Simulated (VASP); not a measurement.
# OsBr3 (Pm-3m) in VASP: further runs, part 2 of 2

VASP 6.6.1. The steps go on from the part before.

**3. Single point, PBE+U, collinear spin**

INCAR reads:

```
ALGO = Normal
EDIFF = 1E-7
ENCUT = 520
GGA = PE
ISIF = 2
ISMEAR = 0
ISPIN = 2
LASPH = T
LCHARG = F
LDAU = T
LDAUJ = 0 0
LDAUL = 2 -1
LDAUPRINT = 1
LDAUTYPE = 2
LDAUU = 2 0
LMAXMIX = 4
LORBIT = 11
LREAL = F
LWAVE = F
MAGMOM = 0.5 0 0 0
NBANDS = 26
NELM = 150
PREC = Accurate
SIGMA = 0.05
```

KPOINTS reads:

```
k-points
0
Gamma
  6 6 6
```

POSCAR reads:

```
OsBr3
1.0
    5.1360469148      0.0000000000      0.0000000000
    0.0000000000      5.1360469148      0.0000000000
    0.0000000000      0.0000000000      5.1360469148
Os Br
1 3
Direct
    0.0000000000      0.0000000000      0.0000000000
    0.5000000000      0.0000000000      0.0000000000
    0.0000000000      0.0000000000      0.5000000000
    0.0000000000      0.5000000000      0.0000000000
```

Potentials or basis: VASP PAW PBE potentials, release 64 (Os, Br).

Launch:

```
cat potpaw_PBE.64/Os/POTCAR potpaw_PBE.64/Br/POTCAR > POTCAR
mpirun -np 1 vasp_std > vasp.out
```

OUTCAR:

```text
EDIFF = 1E-7
   ENCUT = 520
   GGA = PE
   ISIF = 2
   ISMEAR = 0
   ISPIN = 2
   LASPH = T
   LORBIT = 11
   LREAL = F
   NELM = 150
   PREC = Accurate

 ion  position               nearest neighbor table
   1  0.000  0.000  0.000-   2 2.57   3 2.57   4 2.57   3 2.57   4 2.57   2 2.57
   2  0.500  0.000  0.000-   1 2.57   1 2.57
   3  0.000  0.000  0.500-   1 2.57   1 2.57
   4  0.000  0.500  0.000-   1 2.57   1 2.57

  LATTYP: Found a simple cubic cell.
 ALAT       =     5.1360469148
[... 1416 lines left out ...]
  energy-cutoff  :      520.00
  volume of cell :      135.48
      direct lattice vectors                 reciprocal lattice vectors
     5.136046915  0.000000000  0.000000000     0.194702271  0.000000000  0.000000000
     0.000000000  5.136046915  0.000000000     0.000000000  0.194702271  0.000000000
     0.000000000  0.000000000  5.136046915     0.000000000  0.000000000  0.194702271

 POSITION                                       TOTAL-FORCE (eV/Angst)
 -----------------------------------------------------------------------------------
      0.00000      0.00000      0.00000         0.000000      0.000000      0.000000
      2.56802      0.00000      0.00000         0.000000      0.000000      0.000000
      0.00000      0.00000      2.56802         0.000000      0.000000      0.000000
      0.00000      2.56802      0.00000         0.000000      0.000000      0.000000
 -----------------------------------------------------------------------------------
    total drift:                                0.000000      0.000000     -0.000000

  FREE ENERGIE OF THE ION-ELECTRON SYSTEM (eV)
  ---------------------------------------------------
  free  energy   TOTEN  =       -12.7954604761 eV

  energy  without entropy=      -12.7938978987  energy(sigma->0) =      -12.79467919

 total charge

# of ion       s       p       d       tot
------------------------------------------
    1        0.470   0.411   5.983   6.864
    2        1.614   3.203   0.037   4.854
    3        1.614   3.203   0.037   4.854
    4        1.614   3.203   0.037   4.854
--------------------------------------------------
tot          5.311  10.021   6.094  21.426

 magnetization (x)

# of ion       s       p       d       tot
------------------------------------------
    1        0.084   0.039   2.828   2.951
    2        0.019   0.119   0.011   0.149
    3        0.019   0.119   0.011   0.149
    4        0.019   0.119   0.011   0.149
--------------------------------------------------
tot          0.142   0.396   2.862   3.399
```

OSZICAR:

```text
N       E                     dE             d eps       ncg     rms          rms(c)
DAV:   1     0.191511726458E+03    0.19151E+03   -0.11369E+04  2080   0.907E+02
DAV:   2     0.431897553061E+01   -0.18719E+03   -0.17331E+03  2496   0.221E+02
DAV:   3    -0.129041901983E+02   -0.17223E+02   -0.16891E+02  2626   0.648E+01
[... 25 lines left out ...]
DAV:  29    -0.127954602196E+02   -0.22513E-05   -0.37816E-06  2386   0.151E-02    0.657E-03
DAV:  30    -0.127954600794E+02    0.14021E-06   -0.31847E-07  2118   0.381E-03    0.666E-03
DAV:  31    -0.127954604333E+02   -0.35395E-06   -0.23410E-06  2492   0.115E-02    0.467E-03
DAV:  32    -0.127954601498E+02    0.28354E-06   -0.13766E-06  2350   0.681E-03    0.427E-03
DAV:  33    -0.127954604381E+02   -0.28831E-06   -0.34604E-07  2292   0.427E-03    0.173E-03
DAV:  34    -0.127954604761E+02   -0.38018E-07   -0.87871E-08  1332   0.161E-03
   1 F= -.12795460E+02 E0= -.12794679E+02  d E =-.156258E-02  mag=     3.3966
```

stdout:

```text
POSCAR found type information on POSCAR OsBr
 POSCAR found :  2 types and       4 ions
 scaLAPACK will be used
 LDA part: xc-table for (Slater+PW92), standard interpolation
 POSCAR, INCAR and KPOINTS ok, starting setup
 FFT: planning ... GRIDC
 FFT: planning ... GRID_SOFT
 FFT: planning ... GRID
 WAVECAR not read
 entering main loop
```

Run time: 7.6 min. Hardware: 1 thread of Intel Xeon 8259CL, shared host; peak memory 0.36 GiB.

Results:

```yaml
Free_energy: -12.7955 eV
Pressure: 1.1 GPa
Net_moment: 3.40 μB per cell
Site_moments: Os +2.95; Br +0.15 μB
Valence_electrons_inside_the_program's_atomic_spheres: Os 6.86; Br 4.85
```

Levels at points of the mesh, in eV from the Fermi level:
Spin up:
```tsv
k point	band 14	band 15	band 16	band 17	band 18	band 19
(0.00, 0.00, 0.00)	-2.17	-1.92	-1.92	-1.92	0.46	4.44
(0.50, 0.00, 0.00)	-2.01	-1.24	-1.21	-1.21	5.38	6.23
(0.50, 0.50, 0.00)	-1.27	-1.20	-1.20	2.88	6.57	6.57
(0.50, 0.50, 0.50)	-1.26	-1.26	2.89	2.89	5.20	5.44
```
Spin down:
```csv
k point,band 8,band 9,band 10,band 11,band 12,band 13,band 14,band 15,band 16,band 17
"(0.00, 0.00, 0.00)",-1.94,-1.94,-1.74,-1.74,-1.74,-1.05,-1.05,-1.05,-0.02,-0.02
"(0.50, 0.00, 0.00)",-3.19,-2.85,-2.13,-1.81,-1.81,-1.03,-0.01,0.56,0.56,0.65
"(0.50, 0.50, 0.00)",-3.16,-3.16,-2.49,-2.49,-1.03,0.24,0.57,0.57,0.86,4.57
"(0.50, 0.50, 0.50)",-4.27,-4.27,-1.02,-1.02,-1.02,0.88,0.88,0.88,4.57,4.57
```

Eigenvalues of the final occupation matrices:
| site | spin | trace | eigenvalues |
| --- | --- | --- | --- |
| site 1 d | 1 | 4.45 | 0.79 0.79 0.96 0.96 0.96 |
| site 1 d | 2 | 1.60 | 0.28 0.28 0.35 0.35 0.35 |

Caveat: spin-orbit coupling is left out, which moves the levels of the heavy elements.

**4. Single point, PBE+U, collinear spin**

INCAR reads:

```
ALGO     = Normal         # electronic algorithm
EDIFF    = 1E-7           # SCF threshold, eV
ENCUT    = 520            # plane-wave cutoff, eV
GGA      = PE             # functional
ISIF     = 2              # what is computed and relaxed
ISMEAR   = 0              # smearing method
ISPIN    = 2              # spin polarisation
LASPH    = True           # aspherical terms in the spheres
LCHARG   = False          # write CHGCAR
LDAU     = True           # DFT+U
LDAUJ    = 0 0          
LDAUL    = 2 -1           # shell
LDAUPRINT= 1            
LDAUTYPE = 2            
LDAUU    = 2 0            # U, eV
LMAXMIX  = 4              # l up to which the mixer works
LORBIT   = 11             # projections on sites
LREAL    = False          # projectors in reciprocal space
LWAVE    = False          # write WAVECAR
MAGMOM   = 1.79 0 0 0     # initial moments
NBANDS   = 26             # bands
NELM     = 150            # most SCF steps
PREC     = Accurate       # precision mode
SIGMA    = 0.05           # smearing width, eV
```

KPOINTS is that of step 3.

POSCAR reads:

```
OsBr3
1.0
    5.1387262417      0.0000000000      0.0000000000
    0.0000000000      5.1387262417      0.0000000000
    0.0000000000      0.0000000000      5.1387262417
Os Br
1 3
Direct
    0.0000000000      0.0000000000      0.0000000000
    0.5000000000      0.0000000000      0.0000000000
    0.0000000000      0.0000000000      0.5000000000
    0.0000000000      0.5000000000      0.0000000000
```

Potentials or basis: VASP PAW PBE potentials, release 64 (Os, Br).

Launch:

```
cat potpaw_PBE.64/Os/POTCAR potpaw_PBE.64/Br/POTCAR > POTCAR
mpirun -np 1 vasp_std > vasp.out
```

OUTCAR:

```text
EDIFF = 1E-7
   ENCUT = 520
   GGA = PE
   ISIF = 2
   ISMEAR = 0
   ISPIN = 2
   LASPH = True
   LORBIT = 11
   LREAL = False
   NELM = 150
   PREC = Accurate

 ion  position               nearest neighbor table
   1  0.000  0.000  0.000-   2 2.57   3 2.57   4 2.57   3 2.57   4 2.57   2 2.57
   2  0.500  0.000  0.000-   1 2.57   1 2.57
   3  0.000  0.000  0.500-   1 2.57   1 2.57
   4  0.000  0.500  0.000-   1 2.57   1 2.57
[... 1419 lines left out ...]
  energy-cutoff  :      520.00
  volume of cell :      135.70
      direct lattice vectors                 reciprocal lattice vectors
     5.138726242  0.000000000  0.000000000     0.194600754  0.000000000  0.000000000
     0.000000000  5.138726242  0.000000000     0.000000000  0.194600754  0.000000000
     0.000000000  0.000000000  5.138726242     0.000000000  0.000000000  0.194600754

 POSITION                                       TOTAL-FORCE (eV/Angst)
 -----------------------------------------------------------------------------------
      0.00000      0.00000      0.00000         0.000000      0.000000      0.000000
      2.56936      0.00000      0.00000         0.000000      0.000000      0.000000
      0.00000      0.00000      2.56936         0.000000      0.000000      0.000000
      0.00000      2.56936      0.00000         0.000000      0.000000      0.000000
 -----------------------------------------------------------------------------------
    total drift:                                0.000000      0.000000     -0.000000

  FREE ENERGIE OF THE ION-ELECTRON SYSTEM (eV)
  ---------------------------------------------------
  free  energy   TOTEN  =       -12.7969521413 eV

  energy  without entropy=      -12.7954890485  energy(sigma->0) =      -12.79622059

 total charge

# of ion       s       p       d       tot
------------------------------------------
    1        0.470   0.410   5.981   6.860
    2        1.614   3.203   0.037   4.854
    3        1.614   3.203   0.037   4.854
    4        1.614   3.203   0.037   4.854
--------------------------------------------------
tot          5.311  10.019   6.091  21.421

 magnetization (x)

# of ion       s       p       d       tot
------------------------------------------
    1        0.085   0.039   2.834   2.958
    2        0.019   0.119   0.011   0.149
    3        0.019   0.119   0.011   0.149
    4        0.019   0.119   0.011   0.149
--------------------------------------------------
tot          0.142   0.395   2.869   3.406
```

Wall time 4.2 min (1 thread of Intel Xeon 8259CL, shared host); peak memory 0.34 GiB.

Results:

```
Free energy                                           : -12.7970 eV
Pressure                                              : 1.1 GPa
Net moment                                            : 3.40 μB per cell
Site moments                                          : Os +2.96; Br +0.15 μB
Valence electrons inside the program's atomic spheres : Os 6.86; Br 4.85
```

Levels at points of the mesh, in eV from the Fermi level:
Spin up:
```csv
k point,band 14,band 15,band 16,band 17,band 18,band 19
"(0.00, 0.00, 0.00)",-2.16,-1.91,-1.91,-1.91,0.45,4.44
"(0.50, 0.00, 0.00)",-2.01,-1.25,-1.21,-1.21,5.36,6.23
"(0.50, 0.50, 0.00)",-1.27,-1.20,-1.20,2.86,6.56,6.56
"(0.50, 0.50, 0.50)",-1.26,-1.26,2.87,2.87,5.21,5.43
```
Spin down:
```tsv
k point	band 10	band 11	band 12	band 13	band 14	band 15
(0.00, 0.00, 0.00)	-1.74	-1.74	-1.74	-1.05	-1.05	-1.05
(0.50, 0.00, 0.00)	-2.13	-1.81	-1.81	-1.03	-0.01	0.56
(0.50, 0.50, 0.00)	-2.48	-2.48	-1.02	0.25	0.56	0.56
(0.50, 0.50, 0.50)	-1.02	-1.02	-1.02	0.88	0.88	0.88
```

Eigenvalues of the final occupation matrices:
| site | spin | trace | eigenvalues |
| --- | --- | --- | --- |
| site 1 d | 1 | 4.45 | 0.79 0.79 0.96 0.96 0.96 |
| site 1 d | 2 | 1.59 | 0.27 0.27 0.35 0.35 0.35 |

Caveat: spin-orbit coupling is left out, which moves the levels of the heavy elements.
